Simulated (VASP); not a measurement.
# K in VASP: a series of runs

The runs below take K through single point, with PBE.

All numbers are computed with VASP 6.6.1; they aren't measurements. Logs are shortened: lines on timing, memory, paths and dates and some standing lists are left out, and cuts for length are marked.

**1. The cell of the first run**

The cell holds a cluster in a box, 1 atom: a = 8.000 Å, b = 8.300 Å, c = 8.600 Å, α = 90.00°, β = 90.00°, γ = 90.00°.

**2. Single point, PBE, collinear spin, ferromagnetic start**

INCAR

```
PREC = Accurate
ENCUT = 400
EDIFF = 1E-6
ISMEAR = -1
SIGMA = 0.1
LREAL = F
LASPH = T
NELM = 200
ALGO = Normal
ISIF = 2
LWAVE = F
LCHARG = F
ISPIN = 2
MAGMOM = 1
LORBIT = 11
GGA = PE
NBANDS = 14
GGA_COMPAT = F
```

KPOINTS

```
regular mesh
0
Gamma
  1 1 1
```

POSCAR

```
K
1.0
    8.0000000000      0.0000000000      0.0000000000
    0.0000000000      8.3000000000      0.0000000000
    0.0000000000      0.0000000000      8.6000000000
K
1
Direct
    0.0000000000      0.0000000000      0.0000000000
```

Potentials or basis: VASP PAW PBE potentials, release 64 (K_sv).

Command:

```sh
cat potpaw_PBE.64/K_sv/POTCAR > POTCAR
mpirun -np 1 vasp_gam > vasp.out
```

OUTCAR:

```text
PREC = Accurate
   ENCUT = 400
   EDIFF = 1E-6
   ISMEAR = -1
   LREAL = F
   LASPH = T
   NELM = 200
   ISIF = 2
   ISPIN = 2
   LORBIT = 11
   GGA = PE

 ion  position               nearest neighbor table
   1  0.000  0.000  0.000-

  LATTYP: Found a simple orthorhombic cell.
 ALAT       =     8.0000000000
 B/A-ratio  =     1.0375000000
 C/A-ratio  =     1.0750000000

  Lattice vectors:

 A1 = (   8.0000000000,   0.0000000000,   0.0000000000)
 A2 = (   0.0000000000,   8.3000000000,   0.0000000000)
 A3 = (   0.0000000000,   0.0000000000,   8.6000000000)

Analysis of symmetry for initial positions (statically):
=====================================================================
 Subroutine PRICEL returns:
 Original cell was already a primitive cell.

 Routine SETGRP: Setting up the symmetry group for a
 simple orthorhombic supercell.

 Subroutine GETGRP returns: Found  8 space group operations
 (whereof  8 operations were pure point group operations)
 out of a pool of  8 trial point group operations.

The static configuration has the point symmetry D_2h.

Analysis of symmetry for dynamics (positions and initial velocities):
=====================================================================
 Subroutine PRICEL returns:
 Original cell was already a primitive cell.

 Routine SETGRP: Setting up the symmetry group for a
 simple orthorhombic supercell.

 Subroutine GETGRP returns: Found  8 space group operations
 (whereof  8 operations were pure point group operations)
 out of a pool of  8 trial point group operations.

The dynamic configuration has the point symmetry D_2h.

Analysis of structural, dynamic, and magnetic symmetry:
=====================================================================
 Subroutine PRICEL returns:
 Original cell was already a primitive cell.

 Routine SETGRP: Setting up the symmetry group for a
 simple orthorhombic supercell.

 Subroutine GETGRP returns: Found  8 space group operations
 (whereof  8 operations were pure point group operations)
 out of a pool of  8 trial point group operations.

The overall configuration has the point symmetry D_2h.

 Subroutine INISYM returns: Found  8 space group operations
 (whereof  8 operations are pure point group operations),
 and found     1 'primitive' translations

----------------------------------------------------------------------------------------

                                     Primitive cell

  volume of cell :     571.0400

  direct lattice vectors                    reciprocal lattice vectors
     8.000000000  0.000000000  0.000000000     0.125000000  0.000000000  0.000000000
     0.000000000  8.300000000  0.000000000     0.000000000  0.120481928  0.000000000
     0.000000000  0.000000000  8.600000000     0.000000000  0.000000000  0.116279070

  length of vectors
     8.000000000  8.300000000  8.600000000     0.125000000  0.120481928  0.116279070

  position of ions in fractional coordinates (direct lattice)
     0.000000000  0.000000000  0.000000000

  ion indices of the primitive-cell ions
   primitive index   ion index
                 1           1

----------------------------------------------------------------------------------------

 KPOINTS: regular mesh

Automatic generation of k-mesh.
 Grid dimensions read from file:
 generate k-points for:    1    1    1

 Generating k-lattice:

  Cartesian coordinates                     Fractional coordinates (reciprocal lattice)
     0.125000000  0.000000000  0.000000000     1.000000000  0.000000000  0.000000000
     0.000000000  0.120481928  0.000000000     0.000000000  1.000000000  0.000000000
     0.000000000  0.000000000  0.116279070     0.000000000  0.000000000  1.000000000

  Length of vectors
     0.125000000  0.120481928  0.116279070

  Shift w.r.t. Gamma in fractional coordinates (k-lattice)
     0.000000000  0.000000000  0.000000000

 Subroutine IBZKPT returns following result:
 ===========================================

 Found      1 irreducible k-points:

 Following reciprocal coordinates:
            Coordinates               Weight
  0.000000  0.000000  0.000000      1.000000
   k-points           NKPTS =      1   k-points in BZ     NKDIM =      1   number of bands    NBANDS=     14
   number of dos      NEDOS =    301   number of ions     NIONS =      1
   total plane-waves  NPLWV = 163296
   dimension x,y,z NGX =    54 NGY =   54 NGZ =   56
   dimension x,y,z NGXF=   108 NGYF=  108 NGZF=  112
   ions per type =               1
   NGX,Y,Z   is equivalent  to a cutoff of  11.22, 10.82, 10.83 a.u.
   NGXF,Y,Z  is equivalent  to a cutoff of  22.44, 21.63, 21.65 a.u.
 SYSTEM =  unknown system
   PREC   = accura    normal or accurate (medium, high low for compatibility)
   ISTART =      0    job   : 0-new  1-cont  2-samecut
   ICHARG =      2    charge: 1-file 2-atom 10-const
   ISPIN  =      2    spin polarized calculation?
   LNONCOLLINEAR =      F non collinear calculations
   LSORBIT =      F    spin-orbit coupling
   LASPH  =      T    aspherical Exc in radial PAW
   ENCUT  =  400.0 eV  29.40 Ry    5.42 a.u.  13.05 13.54 14.02*2*pi/ulx,y,z
   NELM   =    200;   NELMIN=  2; NELMDL= -5     # of ELM steps
   EDIFF  = 0.1E-05   stopping-criterion for ELM
   LREAL  =      F    real-space projection
   EDIFFG = 0.1E-04   stopping-criterion for IOM
   NSW    =      0    number of steps for IOM
   IBRION =     -1    ionic relax: 0-MD 1-quasi-New 2-CG
   NFREE  =      0    steps in history (QN), initial steepest desc. (CG)
   ISIF   =      2    stress and relaxation
   ISYM   =      2    0-nonsym 1-usesym 2-fastsym
   POTIM  = 0.5000    time-step for ionic-motion
   TEBEG  =    0.0;   TEEND  =   0.0 temperature during run
   PSTRESS=    0.0 pullay stress
   NELECT =       9.0000    total number of electrons
   NUPDOWN=      -1.0000    fix difference up-down
   EMIN   =  10.00;   EMAX   =-10.00  energy-range for DOS
   EFERMI =   0.00;   METHOD = LEGACY
   ISMEAR =    -1;   SIGMA  =   0.10  broadening in eV -4-tet -1-fermi 0-gaus
   EFERMI_NEDOS =   21; number of points for ismear=-14 and -15
   IALGO  =     38    algorithm
   IMIX   =      4    mixing-type and parameters
     AMIX     =   0.40;   BMIX     =  1.00
     AMIX_MAG =   1.60;   BMIX_MAG =  1.00
  volume/ion in A,a.u.               =     571.04      3853.57
  Fermi-wavevector in a.u.,A,eV,Ry     =   0.410456  0.775650  2.292232  0.168474
  Thomas-Fermi vector in A             =   1.366115
   LORBIT       =     11    0 simple, 1 ext, 2 COOP (PROOUT), +10 PAW based schemes
   GGA     = PE    functional components
   LHFCALC =     F    Hartree Fock is set to
   AEXX    =    0.0000 exact exchange contribution
   IVDW    =     0    specifies the selected vdW correction
   LEPSILON=     F    determine dielectric tensor
   LRPA    =     F    only Hartree local field effects (RPA)
 spin polarized calculation
  energy-cutoff  :      400.00
  volume of cell :      571.04
 maximum number of plane-waves:      5181
 NGX is ok and might be reduce to    54
   NGX = 27   NGY = 27   NGZ = 29

 number of electron       9.0000002 magnetization       0.2505527

 number of electron       9.0000002 magnetization      -0.2680928

 Free energy of the ion-electron system (eV)
  ---------------------------------------------------
  ext. energy  EPLUGINS =         0.00000000
  ---------------------------------------------------
  free energy    TOTEN  =        -0.47223664 eV

  energy without entropy =       -0.34072705  energy(sigma->0) =       -0.40648185

 E-fermi :  -2.3323     XC(G=0):  -2.2350

 val. band max:       -2.3866437372   @ k =   0.0000   0.0000   0.0000
 cond. band min:      -2.2779512727   @ k =   0.0000   0.0000   0.0000
 fundamental gap:      0.1086924645
 Fermi energy:        -2.3322975051

 spin component 1

 k-point     1 :       0.0000    0.0000    0.0000
  band No.  band energies     occupation
      1     -35.3193      1.00000
      2     -18.7805      1.00000
      3     -18.7782      1.00000
      4     -18.7755      1.00000
      5      -2.2780      0.36738
      6      -0.0470      0.00000
      7       0.0655      0.00000
      8       0.1624      0.00000
      9       0.1977      0.00000
     10       0.2034      0.00000
     11       0.3572      0.00000
     12       1.1764      0.00000
     13       1.2216      0.00000
     14       1.2560      0.00000
 Fermi energy:        -2.3322975051

 spin component 2

 k-point     1 :       0.0000    0.0000    0.0000
  band No.  band energies     occupation
      1     -35.3313      1.00000
      2     -18.7981      1.00000
      3     -18.7958      1.00000
      4     -18.7932      1.00000
      5      -2.3866      0.63262
      6      -0.1674      0.00000
      7      -0.0550      0.00000
      8       0.0637      0.00000
      9       0.0774      0.00000
     10       0.0893      0.00000
     11       0.2905      0.00000
     12       1.0815      0.00000
     13       1.1277      0.00000
     14       1.1628      0.00000

------------------------ aborting loop because EDIFF is reached ----------------------------------------

  FORCE on cell =-STRESS in cart. coord.  units (eV):
  Direction    XX          YY          ZZ          XY          YZ          ZX
  --------------------------------------------------------------------------------------
  -------------------------------------------------------------------------------------
  Total       -0.6454267     -0.5586344     -0.4772685     -0.0000000      0.0000000      0.0000000
  in kB       -1.8108855     -1.5673707     -1.3390809     -0.0000000      0.0000000      0.0000000
  external PRESSURE =      -1.5724457 kB  Pullay stress =       0.0000000 kB

 VOLUME and BASIS-vectors are now :
 -----------------------------------------------------------------------------
  energy-cutoff  :      400.00
  volume of cell :      571.04
      direct lattice vectors                 reciprocal lattice vectors
     8.000000000  0.000000000  0.000000000     0.125000000  0.000000000  0.000000000
     0.000000000  8.300000000  0.000000000     0.000000000  0.120481928  0.000000000
     0.000000000  0.000000000  8.600000000     0.000000000  0.000000000  0.116279070

 POSITION                                       TOTAL-FORCE (eV/Angst)
 -----------------------------------------------------------------------------------
      0.00000      0.00000      0.00000         0.000000      0.000000      0.000000
 -----------------------------------------------------------------------------------
    total drift:                                0.000000     -0.000000     -0.000000

  FREE ENERGIE OF THE ION-ELECTRON SYSTEM (eV)
  ---------------------------------------------------
  free  energy   TOTEN  =        -0.4722366367 eV

  energy  without entropy=       -0.3407270534  energy(sigma->0) =       -0.40648185

 total charge

# of ion       s       p       d       tot
------------------------------------------
    1        1.979   5.541   0.000   7.520

 magnetization (x)

# of ion       s       p       d       tot
------------------------------------------
    1       -0.009   0.002  -0.000  -0.007
```

Wall time 3 min (1 thread of Intel Xeon 8259CL, shared host); peak memory 0.5 GiB.

Results:

| Property | Result |
| --- | --- |
| Free energy | -0.4722 eV |
| Gap between the frontier levels | 0.11 eV |
| Net moment | -0.27 μB per cell |
| Valence electrons inside the program's atomic spheres | K 7.52 |

**3. Single point, PBE, collinear spin, ferromagnetic start**

INCAR

```
SYSTEM = K
PREC = Accurate ; ENCUT = 400
EDIFF = 1E-6 ; ISMEAR = -1
SIGMA = 0.1 ; LREAL = .False.
LASPH = .True. ; NELM = 200
ALGO = Normal ; ISIF = 2
LWAVE = .False. ; LCHARG = .False.
ISPIN = 2 ; MAGMOM = 1
LORBIT = 11 ; GGA = PE
NBANDS = 14 ; GGA_COMPAT = .False.
```

KPOINTS

```
Automatic mesh
0
Gamma
  1 1 1
  0 0 0
```

POSCAR is that of step 2.

Potentials or basis: VASP PAW PBE potentials, release 64 (K_sv).

Command:

```sh
cat potpaw_PBE.64/K_sv/POTCAR > POTCAR
mpirun -np 1 vasp_gam > vasp.out
```

Wall time 3 min (1 thread of Intel Xeon 8259CL, shared host); peak memory 0.5 GiB.

It converged, with:

```yaml
Free_energy: -0.4722 eV
Gap_between_the_frontier_levels: 0.11 eV
Net_moment: -0.27 μB per cell
Valence_electrons_inside_the_program's_atomic_spheres: K 7.52
```

Levels at points of the mesh, in eV from the valence-band top:
Spin up:
```
           k point  band 1  band 2  band 3  band 4  band 5  band 6  band 7  band 8
(0.00, 0.00, 0.00)  -32.93  -16.39  -16.39  -16.39    0.11    2.34    2.45    2.55
```
Spin down:
```csv
k point,band 2,band 3,band 4,band 5,band 6,band 7,band 8,band 9
"(0.00, 0.00, 0.00)",-16.41,-16.41,-16.41,0.00,2.22,2.33,2.45,2.46
```

**4. Single point, PBE, collinear spin, ferromagnetic start**

INCAR

```
SYSTEM = K
PREC     = Accurate       ! precision mode
ENCUT    = 400            ! plane-wave cutoff, eV
EDIFF    = 1E-6           ! SCF threshold, eV
ISMEAR   = -1             ! smearing method
SIGMA    = 0.1            ! smearing width, eV
LREAL    = .False.        ! projectors in reciprocal space
LASPH    = .True.         ! aspherical terms in the spheres
NELM     = 200            ! most SCF steps
ALGO     = Normal         ! electronic algorithm
ISIF     = 2              ! what is computed and relaxed
LWAVE    = .False.        ! write WAVECAR
LCHARG   = .True.         ! write CHGCAR
ISPIN    = 2              ! spin polarisation
MAGMOM   = 0.16           ! initial moments
LORBIT   = 11             ! projections on sites
GGA      = PE             ! functional
LELF     = .True.         ! ELF
LVHAR    = .True.       
NBANDS   = 14             ! bands
GGA_COMPAT= .False.
```

KPOINTS is that of step 3.

POSCAR is that of step 3.

Command:

```sh
cat potpaw_PBE.64/K_sv/POTCAR > POTCAR
mpirun -np 1 vasp_gam > vasp.out
```

Wall time 1.8 min (1 thread of Intel Xeon 8259CL, shared host); peak memory 0.48 GiB.

It converged, with:

```yaml
Free_energy: -0.4723 eV
Gap_between_the_frontier_levels: 0.09 eV
Net_moment: 0.22 μB per cell
Valence_electrons_inside_the_program's_atomic_spheres: K 7.52
```

Levels at points of the mesh, in eV from the valence-band top:
Spin up:
```
           k point  band 3  band 4  band 5  band 6  band 7  band 8
(0.00, 0.00, 0.00)  -16.42  -16.41    0.00    2.22    2.33    2.45
```
Spin down:
| k point | band 1 | band 2 | band 3 | band 4 | band 5 | band 6 | band 7 | band 8 |
| --- | --- | --- | --- | --- | --- | --- | --- | --- |
| (0.00, 0.00, 0.00) | -32.94 | -16.41 | -16.40 | -16.40 | 0.09 | 2.32 | 2.43 | 2.53 |

**5. Single point, PBE, collinear spin, ferromagnetic start**

INCAR

```
ALGO = Normal
EDIFF = 1E-6
ENCUT = 400
GGA = PE
GGA_COMPAT = F
ISIF = 2
ISMEAR = -1
ISPIN = 2
LASPH = T
LCHARG = F
LORBIT = 11
LREAL = F
LWAVE = F
MAGMOM = 0.16
NBANDS = 14
NELM = 200
PREC = Accurate
SIGMA = 0.1
```

KPOINTS

```
k-points
0
Gamma
  1 1 1
```

POSCAR is that of step 4.

Command:

```sh
cat potpaw_PBE.64/K_sv/POTCAR > POTCAR
mpirun -np 1 vasp_gam > vasp.out
```

Run time: 87 s. Hardware: 1 thread of Intel Xeon 8259CL, shared host; peak memory 0.48 GiB.

The run converged. Its results:

```
Free energy                                           : -0.4723 eV
Gap between the frontier levels                       : 0.09 eV
Net moment                                            : 0.22 μB per cell
Valence electrons inside the program's atomic spheres : K 7.52
```

Levels at points of the mesh, in eV from the valence-band top:
Spin up:
```tsv
k point	band 3	band 4	band 5	band 6	band 7	band 8
(0.00, 0.00, 0.00)	-16.42	-16.41	0.00	2.22	2.33	2.45
```
Spin down:
```csv
k point,band 1,band 2,band 3,band 4,band 5,band 6,band 7,band 8,band 9
"(0.00, 0.00, 0.00)",-32.94,-16.41,-16.40,-16.40,0.09,2.32,2.43,2.53,2.56
```
